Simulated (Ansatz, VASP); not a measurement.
One calculation of Y, two programs

Contents of POSCAR:

```
Y
1.0
    0.0000000000      2.6838000000      2.5844000000
    2.6838000000      0.0000000000      2.5844000000
    2.6838000000      2.6838000000      0.0000000000
Y
1
Direct
    0.0000000000      0.0000000000      0.0000000000
```

INCAR.step1

```
SYSTEM = Y
  PREC = Accurate
  ENCUT = 520
  ISMEAR = 0
  SIGMA = 0.15
  LREAL = .False.
  LASPH = .True.
  NELM = 100
  NBANDS = 12
  GGA = PE
  ALGO = Normal
  EDIFF = 1E-4
  LWAVE = .True.
  LCHARG = .False.
```

INCAR.step2

```
SYSTEM = Y
  PREC = Accurate
  ENCUT = 520
  EDIFF = 1E-6
  ISMEAR = 0
  SIGMA = 0.15
  LREAL = .False.
  LASPH = .True.
  NELM = 100
  ALGO = Normal
  ISIF = 2
  LWAVE = .False.
  LCHARG = .False.
  METAGGA = R2SCAN
  LMIXTAU = .True.
  NBANDS = 12
  ISTART = 1
```

Contents of KPOINTS:

```
Automatic mesh
0
Gamma
  16 16 16
  0 0 0
```

Input for Ansatz:

```yaml
crystal:
  lattice:
    - [0.0, 2.6838, 2.5844]
    - [2.6838, 0.0, 2.5844]
    - [2.6838, 2.6838, 0.0]
  atoms:
    - { symbol: "Y", position: [0.0, 0.0, 0.0] }
basis:
  ecutwfc: 500
kpoints:
  mp_grid: { grid: [16, 16, 16] }
hamiltonian:
  xc: r2scan
scf:
  occupations: { method: gaussian, width: 0.15 }
output:
  forces: true
  stress: true
  eigenvalues: true
```

Change from the starting cell: strain +0.080 along x and y, +0.040 along z, atoms carried along.

Alike in both runs: task single point; functional r2SCAN; k mesh 16 × 16 × 16; occupations gaussian, width 0.15 eV; no spin polarisation.

|  | VASP | Ansatz |
| --- | --- | --- |
| version | VASP 6.6.1 | Ansatz 0.2.0 |
| potentials or method | VASP PAW PBE potentials, release 64 (Y_sv), cutoff 520 eV | scalar-relativistic, plane waves, PAW |
| valence electrons in the cell | 11 | 11 |

|  | VASP | Ansatz | Ansatz less VASP |
| --- | --- | --- | --- |
| gap on the k mesh at the Fermi level (eV) | none | none | - |
| pressure (GPa) | -3.4 | -3.5 | -0.10 |
| traceless stress, the component that is largest in VASP (GPa) | 0.39 | 0.39 | +0.006 |

VASP's potentials were made for PBE, not for r2SCAN. A gap of «none» marks a metal or a gap that the smearing closes. The functional is the same, so the differences come from potentials, cutoffs and numerics.
